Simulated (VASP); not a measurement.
# Ge (Fm-3m) in VASP: a series of runs

The runs below take Ge through single point, relaxation of cell and atoms, with revPBE.

All numbers are computed with VASP 6.6.1; they aren't measurements. Logs are shortened: lines on timing, memory, paths and dates and some standing lists are left out, and cuts for length are marked.

## Step 1: The cell of the first run

Symmetry: Fm-3m, No. 225, cubic system. The conventional cell has a = 4.469 Å, b = 4.469 Å, c = 4.469 Å, α = 90.00°, β = 90.00°, γ = 90.00°. Within 4.2 Å of Ge (site symmetry m-3m) lie 12 Ge at 3.16 Å.

## Step 2: Single point, revPBE (volume scaled by 1.12)

The input, INCAR:

```
SYSTEM = Ge
PREC     = Accurate       ! precision mode
ENCUT    = 520            ! plane-wave cutoff, eV
EDIFF    = 1E-7           ! SCF threshold, eV
ISMEAR   = -1             ! smearing method
SIGMA    = 0.1            ! smearing width, eV
LREAL    = .FALSE.        ! projectors in reciprocal space
LASPH    = .TRUE.         ! aspherical terms in the spheres
NELM     = 60             ! most SCF steps
ALGO     = Normal         ! electronic algorithm
ISIF     = 2              ! what is computed and relaxed
LWAVE    = .FALSE.        ! write WAVECAR
LCHARG   = .TRUE.         ! write CHGCAR
GGA      = RE             ! functional
LELF     = .TRUE.         ! ELF
LVHAR    = .TRUE.       
NBANDS   = 13             ! bands
```

The input, KPOINTS:

```
Automatic mesh
0
G
  14 14 14
  0 0 0
```

The input, POSCAR:

```
Ge
1.0
    0.0000000000      2.2346105966      2.2346105966
    2.2346105966      0.0000000000      2.2346105966
    2.2346105966      2.2346105966      0.0000000000
Ge
1
Direct
    0.0000000000      0.0000000000      0.0000000000
```

Potentials or basis: VASP PAW PBE potentials, release 64 (Ge_d).

Launch:

```sh
> cat potpaw_PBE.64/Ge_d/POTCAR > POTCAR
> mpirun -np 1 vasp_std > vasp.out
```

OUTCAR:

```text
SYSTEM = Ge
   PREC = Accurate
   ENCUT = 520
   EDIFF = 1E-7
   ISMEAR = -1
   LREAL = .FALSE.
   LASPH = .TRUE.
   NELM = 60
   ISIF = 2
   GGA = RE

 ion  position               nearest neighbor table
   1  0.000  0.000  0.000-

  LATTYP: Found a face centered cubic cell.
 ALAT       =     4.4692211932

  Lattice vectors:

 A1 = (   0.0000000000,   2.2346105966,   2.2346105966)
 A2 = (   2.2346105966,   0.0000000000,   2.2346105966)
 A3 = (   2.2346105966,   2.2346105966,   0.0000000000)

Analysis of symmetry for initial positions (statically):
=====================================================================
 Subroutine PRICEL returns:
 Original cell was already a primitive cell.

 Routine SETGRP: Setting up the symmetry group for a
 face centered cubic supercell.

 Subroutine GETGRP returns: Found 48 space group operations
 (whereof 48 operations were pure point group operations)
 out of a pool of 48 trial point group operations.

The static configuration has the point symmetry O_h .

Analysis of symmetry for dynamics (positions and initial velocities):
=====================================================================
 Subroutine PRICEL returns:
 Original cell was already a primitive cell.

 Routine SETGRP: Setting up the symmetry group for a
 face centered cubic supercell.

 Subroutine GETGRP returns: Found 48 space group operations
 (whereof 48 operations were pure point group operations)
 out of a pool of 48 trial point group operations.

The dynamic configuration has the point symmetry O_h .

 Subroutine INISYM returns: Found 48 space group operations
 (whereof 48 operations are pure point group operations),
 and found     1 'primitive' translations

----------------------------------------------------------------------------------------

                                     Primitive cell

  volume of cell :      22.3170

  direct lattice vectors                    reciprocal lattice vectors
     0.000000000  2.234610597  2.234610597    -0.223752631  0.223752631  0.223752631
     2.234610597  0.000000000  2.234610597     0.223752631 -0.223752631  0.223752631
     2.234610597  2.234610597  0.000000000     0.223752631  0.223752631 -0.223752631

  length of vectors
     3.160216612  3.160216612  3.160216612     0.387550925  0.387550925  0.387550925

  position of ions in fractional coordinates (direct lattice)
     0.000000000  0.000000000  0.000000000

  ion indices of the primitive-cell ions
   primitive index   ion index
                 1           1

----------------------------------------------------------------------------------------

 KPOINTS: Automatic mesh

Automatic generation of k-mesh.
 Grid dimensions read from file:
 generate k-points for:   14   14   14

 Generating k-lattice:

  Cartesian coordinates                     Fractional coordinates (reciprocal lattice)
    -0.015982331  0.015982331  0.015982331     0.071428571  0.000000000  0.000000000
     0.015982331 -0.015982331  0.015982331     0.000000000  0.071428571  0.000000000
     0.015982331  0.015982331 -0.015982331     0.000000000  0.000000000  0.071428571

  Length of vectors
     0.027682209  0.027682209  0.027682209

  Shift w.r.t. Gamma in fractional coordinates (k-lattice)
     0.000000000  0.000000000  0.000000000

 Subroutine IBZKPT returns following result:
 ===========================================

 Found    104 irreducible k-points:

 Following reciprocal coordinates:
            Coordinates               Weight
  0.000000  0.000000  0.000000      1.000000
  0.071429  0.000000  0.000000      8.000000
  0.142857  0.000000  0.000000      8.000000
  0.214286  0.000000  0.000000      8.000000
  0.285714  0.000000  0.000000      8.000000
  0.357143  0.000000  0.000000      8.000000
[... 16 lines left out ...]
  0.214286  0.142857  0.000000     24.000000
  0.285714  0.142857  0.000000     24.000000
 [... further k-points ...]
   k-points           NKPTS =    104   k-points in BZ     NKDIM =    104   number of bands    NBANDS=     13
   number of dos      NEDOS =    301   number of ions     NIONS =      1
   total plane-waves  NPLWV =  13824
   dimension x,y,z NGX =    24 NGY =   24 NGZ =   24
   dimension x,y,z NGXF=    48 NGYF=   48 NGZF=   48
   ions per type =               1
   NGX,Y,Z   is equivalent  to a cutoff of  12.63, 12.63, 12.63 a.u.
   NGXF,Y,Z  is equivalent  to a cutoff of  25.25, 25.25, 25.25 a.u.
 SYSTEM =  Ge
   PREC   = accura    normal or accurate (medium, high low for compatibility)
   ISTART =      0    job   : 0-new  1-cont  2-samecut
   ICHARG =      2    charge: 1-file 2-atom 10-const
   ISPIN  =      1    spin polarized calculation?
   LNONCOLLINEAR =      F non collinear calculations
   LSORBIT =      F    spin-orbit coupling
   LASPH  =      T    aspherical Exc in radial PAW
   ENCUT  =  520.0 eV  38.22 Ry    6.18 a.u.   5.88  5.88  5.88*2*pi/ulx,y,z
   NELM   =     60;   NELMIN=  2; NELMDL= -5     # of ELM steps
   EDIFF  = 0.1E-06   stopping-criterion for ELM
   LREAL  =      F    real-space projection
   EDIFFG = 0.1E-05   stopping-criterion for IOM
   NSW    =      0    number of steps for IOM
   IBRION =     -1    ionic relax: 0-MD 1-quasi-New 2-CG
   NFREE  =      0    steps in history (QN), initial steepest desc. (CG)
   ISIF   =      2    stress and relaxation
   ISYM   =      2    0-nonsym 1-usesym 2-fastsym
   POTIM  = 0.5000    time-step for ionic-motion
   TEBEG  =    0.0;   TEEND  =   0.0 temperature during run
   PSTRESS=    0.0 pullay stress
   NELECT =      14.0000    total number of electrons
   NUPDOWN=      -1.0000    fix difference up-down
   EMIN   =  10.00;   EMAX   =-10.00  energy-range for DOS
   EFERMI =   0.00;   METHOD = LEGACY
   ISMEAR =    -1;   SIGMA  =   0.10  broadening in eV -4-tet -1-fermi 0-gaus
   EFERMI_NEDOS =   21; number of points for ismear=-14 and -15
   IALGO  =     38    algorithm
   IMIX   =      4    mixing-type and parameters
     AMIX     =   0.40;   BMIX     =  1.00
     AMIX_MAG =   1.60;   BMIX_MAG =  1.00
  volume/ion in A,a.u.               =      22.32       150.60
  Fermi-wavevector in a.u.,A,eV,Ry     =   1.401433  2.648324 26.722037  1.964014
  Thomas-Fermi vector in A             =   2.524295
   LORBIT       =      0    0 simple, 1 ext, 2 COOP (PROOUT), +10 PAW based schemes
   GGA     = RE    functional components
   LHFCALC =     F    Hartree Fock is set to
   AEXX    =    0.0000 exact exchange contribution
   IVDW    =     0    specifies the selected vdW correction
   LEPSILON=     F    determine dielectric tensor
   LRPA    =     F    only Hartree local field effects (RPA)
 non-spin polarized calculation
  energy-cutoff  :      520.00
  volume of cell :       22.32
 maximum number of plane-waves:       620
   NGX = 11   NGY = 11   NGZ = 11

 number of electron      14.0000012 magnetization

 Free energy of the ion-electron system (eV)
  ---------------------------------------------------
  ext. energy  EPLUGINS =         0.00000000
  ---------------------------------------------------
  free energy    TOTEN  =        -3.84943184 eV

  energy without entropy =       -3.83229631  energy(sigma->0) =       -3.84086407

 E-fermi :   5.2818     XC(G=0): -10.4041

 val. band max:        5.2678074714   @ k =  -0.4286   0.3571   0.1429
 cond. band min:       5.2859708597   @ k =  -0.2857   0.5000   0.2143
 fundamental gap:      0.0181633883
 Fermi energy:         5.2818084756

 k-point     1 :       0.0000    0.0000    0.0000
  band No.  band energies     occupation
      1     -19.5537      2.00000
      2     -19.5537      2.00000
      3     -19.5537      2.00000
      4     -19.5257      2.00000
      5     -19.5257      2.00000
      6      -6.6663      2.00000
      7      12.7064      0.00000
      8      12.7064      0.00000
      9      12.7064      0.00000
     10      18.1956      0.00000
     11      18.1956      0.00000
     12      18.1956      0.00000
     13      19.5412      0.00000

 k-point     2 :       0.0714    0.0000    0.0000
  band No.  band energies     occupation
      1     -19.5535      2.00000
      2     -19.5521      2.00000
      3     -19.5521      2.00000
      4     -19.5257      2.00000
      5     -19.5257      2.00000
      6      -6.5556      2.00000
      7      11.6959      0.00000
      8      12.5634      0.00000
      9      12.5634      0.00000
     10      17.4988      0.00000
     11      18.4643      0.00000
     12      18.4643      0.00000
     13      20.0131      0.00000

 k-point     3 :       0.1429    0.0000    0.0000
  band No.  band energies     occupation
      1     -19.5530      2.00000
      2     -19.5485      2.00000
      3     -19.5485      2.00000
      4     -19.5249      2.00000
      5     -19.5249      2.00000
      6      -6.2241      2.00000
      7       9.5974      0.00000
      8      12.2224      0.00000
      9      12.2224      0.00000
     10      16.8027      0.00000
     11      19.0268      0.00000
     12      19.0268      0.00000
     13      20.9865      0.00000
[... 305 lines left out ...]
 k-point    23 :       0.2143    0.1429    0.0000
  band No.  band energies     occupation
      1     -19.5612      2.00000
      2     -19.5386      2.00000
      3     -19.5370      2.00000
      4     -19.5321      2.00000
      5     -19.5173      2.00000
      6      -5.6729      2.00000
      7       8.9160      0.00000
      8      10.4690      0.00000
      9      10.8676      0.00000
     10      15.1111      0.00000
     11      16.8626      0.00000
     12      20.8969      0.00000
     13      21.4954      0.00000

 k-point    24 :       0.2857    0.1429    0.0000
  band No.  band energies     occupation
      1     -19.5606      2.00000
      2     -19.5411      2.00000
      3     -19.5355      2.00000
      4     -19.5258      2.00000
      5     -19.5106      2.00000
      6      -5.0553      2.00000
      7       6.7749      0.00000
      8      10.0760      0.00000
      9      10.3706      0.00000
     10      15.0480      0.00000
     11      16.8744      0.00000
     12      20.6494      0.00000
     13      21.2433      0.00000

 [... further k-points ...]
[... 5 lines left out ...]
  --------------------------------------------------------------------------------------
  -------------------------------------------------------------------------------------
  Total       -0.7152768     -0.7152768     -0.7152768     -0.0000000      0.0000000     -0.0000000
  in kB      -51.3510332    -51.3510332    -51.3510332     -0.0000000      0.0000000     -0.0000000
  external PRESSURE =     -51.3510332 kB  Pullay stress =       0.0000000 kB

 VOLUME and BASIS-vectors are now :
 -----------------------------------------------------------------------------
  energy-cutoff  :      520.00
  volume of cell :       22.32
      direct lattice vectors                 reciprocal lattice vectors
     0.000000000  2.234610597  2.234610597    -0.223752631  0.223752631  0.223752631
     2.234610597  0.000000000  2.234610597     0.223752631 -0.223752631  0.223752631
     2.234610597  2.234610597  0.000000000     0.223752631  0.223752631 -0.223752631

 POSITION                                       TOTAL-FORCE (eV/Angst)
 -----------------------------------------------------------------------------------
      0.00000      0.00000      0.00000        -0.000000      0.000000     -0.000000
 -----------------------------------------------------------------------------------
    total drift:                               -0.000000      0.000000      0.000000

  FREE ENERGIE OF THE ION-ELECTRON SYSTEM (eV)
  ---------------------------------------------------
  free  energy   TOTEN  =        -3.8494318359 eV

  energy  without entropy=       -3.8322963107  energy(sigma->0) =       -3.84086407
```

Wall time 31 s (1 thread of Intel Xeon 8259CL, shared host); peak memory 0.15 GiB.

Results:

| Property | Result |
| --- | --- |
| Free energy | -3.8494 eV |
| Pressure | -5.1 GPa |
| Band gap on the k mesh | zero (band 7 reaches 12.71 eV, above the bottom of band 8 at 3.33 eV) |

Caveat: the cell differs from its parent crystal (volume scaled by 1.12); the PAW data sets were made with another functional, which shifts forces and pressure a little.

## Step 3: Relaxation of cell and atoms, revPBE

This run uses another cell than the first one, of 19.24 Å³/atom, 0.862 times its volume.

The input, INCAR:

```
PREC = Accurate
ENCUT = 600
EDIFF = 1E-6
ISMEAR = -1
SIGMA = 0.1
LREAL = F
LASPH = T
NELM = 100
ALGO = Normal
ISIF = 3
LWAVE = F
LCHARG = F
GGA = RE
IBRION = 2
NSW = 80
EDIFFG = -0.01
```

The input, KPOINTS:

```
regular mesh
0
Gamma
  13 13 13
```

The input, POSCAR:

```
Ge
1.0
    0.0000000000      2.1267354152      2.1267354152
    2.1267354152      0.0000000000      2.1267354152
    2.1267354152      2.1267354152      0.0000000000
Ge
1
Direct
    0.0000000000      0.0000000000      0.0000000000
```

Potentials or basis: VASP PAW PBE potentials, release 64 (Ge_d).

Launch:

```sh
> cat potpaw_PBE.64/Ge_d/POTCAR > POTCAR
> mpirun -np 1 vasp_std > vasp.out
```

OUTCAR:

```text
PREC = Accurate
   ENCUT = 600
   EDIFF = 1E-6
   ISMEAR = -1
   LREAL = F
   LASPH = T
   NELM = 100
   ISIF = 3
   GGA = RE
   IBRION = 2
   NSW = 80
   EDIFFG = -0.01

 ion  position               nearest neighbor table
   1  0.000  0.000  0.000-

  LATTYP: Found a face centered cubic cell.
 ALAT       =     4.2534708304

  Lattice vectors:

 A1 = (   0.0000000000,   2.1267354152,   2.1267354152)
 A2 = (   2.1267354152,   0.0000000000,   2.1267354152)
 A3 = (   2.1267354152,   2.1267354152,   0.0000000000)

Analysis of symmetry for initial positions (statically):
=====================================================================
 Subroutine PRICEL returns:
 Original cell was already a primitive cell.

 Routine SETGRP: Setting up the symmetry group for a
 face centered cubic supercell.

 Subroutine GETGRP returns: Found 48 space group operations
 (whereof 48 operations were pure point group operations)
 out of a pool of 48 trial point group operations.

The static configuration has the point symmetry O_h .

Analysis of symmetry for dynamics (positions and initial velocities):
=====================================================================
 Subroutine PRICEL returns:
 Original cell was already a primitive cell.

 Routine SETGRP: Setting up the symmetry group for a
 face centered cubic supercell.
[... 160 lines left out ...]
  in kB       21.0302150     21.0302150     21.0302150     -0.0000000     -0.0000000      0.0000000
  external PRESSURE =      21.0302150 kB  Pullay stress =       0.0000000 kB
[... 127 lines left out ...]
--------------------------------------- Ionic step        5  -------------------------------------------

 number of electron      14.0000012 magnetization

 Free energy of the ion-electron system (eV)
  ---------------------------------------------------
  ext. energy  EPLUGINS =         0.00000000
  ---------------------------------------------------
  free energy    TOTEN  =        -3.88935393 eV

  energy without entropy =       -3.87368793  energy(sigma->0) =       -3.88152093

 E-fermi :   6.3981     XC(G=0): -10.9502

 val. band max:        6.3132857057   @ k =   0.3846   0.2308   0.0000
 cond. band min:       6.4603966097   @ k =  -0.3077   0.4615   0.2308
 fundamental gap:      0.1471109040
 Fermi energy:         6.3980878330

 k-point     1 :       0.0000    0.0000    0.0000
  band No.  band energies     occupation
      1     -18.4553      2.00000
      2     -18.4553      2.00000
      3     -18.4553      2.00000
      4     -18.4143      2.00000
      5     -18.4143      2.00000
      6      -6.4137      2.00000
      7      14.8239      0.00000
      8      14.8239      0.00000
      9      14.8239      0.00000
     10      19.9909      0.00000
     11      19.9909      0.00000
[... 309 lines left out ...]
 k-point    24 :       0.4615    0.1538    0.0000
  band No.  band energies     occupation
      1     -18.4623      2.00000
      2     -18.4421      2.00000
      3     -18.4333      2.00000
      4     -18.3949      2.00000
      5     -18.3731      2.00000
      6      -2.0456      2.00000
      7       3.0105      2.00000
      8      10.1748      0.00000
      9      11.3604      0.00000
     10      15.6188      0.00000
     11      20.9577      0.00000

 [... further k-points ...]
[... 5 lines left out ...]
  --------------------------------------------------------------------------------------
  -------------------------------------------------------------------------------------
  Total       -0.0011028     -0.0011028     -0.0011028     -0.0000000      0.0000000      0.0000000
  in kB       -0.0886670     -0.0886670     -0.0886670     -0.0000000      0.0000000      0.0000000
  external PRESSURE =      -0.0886670 kB  Pullay stress =       0.0000000 kB
[... 16 lines left out ...]
  FREE ENERGIE OF THE ION-ELECTRON SYSTEM (eV)
  ---------------------------------------------------
  free  energy   TOTEN  =        -3.8893539336 eV

  energy  without entropy=       -3.8736879305  energy(sigma->0) =       -3.88152093

 reached required accuracy - stopping structural energy minimisation
```

OSZICAR:

```text
N       E                     dE             d eps       ncg     rms          rms(c)
DAV:   1     0.557093697912E+02    0.55709E+02   -0.81946E+03  1925   0.380E+03
DAV:   2     0.661924191217E+00   -0.55047E+02   -0.53249E+02  1912   0.416E+02
[... 31 lines left out ...]
   4 F= -.38893423E+01 E0= -.38815013E+01  d E =-.466724E-02
       N       E                     dE             d eps       ncg     rms          rms(c)
DAV:   1    -0.389025165585E+01   -0.90955E-03   -0.11598E-02  2199   0.267E+00    0.177E-01
DAV:   2    -0.388957610724E+01    0.67555E-03   -0.78215E-04  2133   0.713E-01    0.879E-02
DAV:   3    -0.388936670774E+01    0.20940E-03   -0.30047E-04  2112   0.382E-01    0.186E-02
DAV:   4    -0.388935367354E+01    0.13034E-04   -0.24350E-05  2112   0.123E-01    0.490E-03
DAV:   5    -0.388935393360E+01   -0.26007E-06   -0.18156E-07  1047   0.779E-03
   5 F= -.38893539E+01 E0= -.38815209E+01  d E =-.116609E-04
```

CONTCAR:

```text
Ge
   1.00000000000000
    -0.0000000000000000    2.1518164550842749    2.1518164550842749
     2.1518164550842749   -0.0000000000000000    2.1518164550842749
     2.1518164550842749    2.1518164550842749    0.0000000000000000
  Ge
     1
Direct
     0.0000000000000000    1.0000000000000000    0.0000000000000000

  0.00000000E+00  0.00000000E+00  0.00000000E+00
```

Run time: 56 s. Hardware: 1 thread of Intel Xeon 8259CL, shared host; peak memory 0.15 GiB.

What came out:

* Free energy: -3.8894 eV
* Relaxed volume: 19.93 Å³/atom
* Relaxed cell: a = 3.043 Å, b = 3.043 Å, c = 3.043 Å, α = 60.00°, β = 60.00°, γ = 60.00°
* Space group after relaxing (to 0.05 Å): Fm-3m (No. 225)
* Energy gained by relaxing: 4.7 meV/atom
* Ionic steps: 5
* Pressure after relaxing: 0.0 GPa
* Band gap on the k mesh: zero (band 7 reaches 14.82 eV, above the bottom of band 8 at 4.10 eV)

Step by step:
```tsv
step	energy change (eV)	largest force (eV/Å)	pressure (GPa)	volume (Å³)
1	0.0000	0.0000	2.10	19.24
2	-0.0047	0.0000	0.13	19.95
3	-0.0046	0.0000	-0.17	20.01
4	-0.0047	0.0000	-0.13	19.98
5	-0.0047	0.0000	-0.01	19.93
```

Final structure:
```xyz
1
Lattice="0.0000 2.1518 2.1518 2.1518 0.0000 2.1518 2.1518 2.1518 0.0000" Properties=species:S:1:pos:R:3 pbc="T T T"
Ge    2.1518    0.0000    2.1518
```

Levels at points of the mesh, in eV from the Fermi level:
```csv
k point,band 5,band 6,band 7,band 8,band 9,band 10
"(0.00, 0.00, 0.00)",-24.81,-12.81,8.43,8.43,8.43,13.59
```

Caveat: the PAW data sets were made with another functional, which shifts forces and pressure a little.

[end of part 1 of 2]
